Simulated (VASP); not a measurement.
Runs of VASP 6.6.1 on LiCl. The structure is that of space group Fm-3m (No. 225), or close to it. The cells are those of the table. 

| cell | k mesh | smearing | gap on the mesh (eV) |
| --- | --- | --- | --- |
| a = 3.393 Å, angles 60.0, 60.0, 90.0°, 2 atoms | 8 × 8 × 8 | gaussian 0.01 eV | 7.75 |
| a = 3.696 Å, angles 60.0, 60.0, 90.0°, 2 atoms | 8 × 8 × 8 | gaussian 0.01 eV | 6.97 |
| a = 3.615 Å, angles 60.0, 60.0, 90.0°, 2 atoms | 12 × 12 × 12 | fermi-dirac 0.08 eV | 7.36 |
| a = 3.553 Å, angles 60.0, 60.0, 90.0°, 2 atoms | 8 × 8 × 8 | gaussian 0.01 eV | (a) |
| a = 3.504 Å, angles 60.0, 60.0, 90.0°, 2 atoms | 8 × 8 × 8 | gaussian 0.01 eV | (b) |

Alike in all rows: task single point; level r2SCAN; potentials or basis VASP PAW PBE potentials, release 64 (Li_sv, Cl); no spin polarisation; cutoff (eV) 520.

Problem. Fill in the values left out.

Solution. (a) 7.61; (b) 7.66.

A k mesh can miss the band edges.
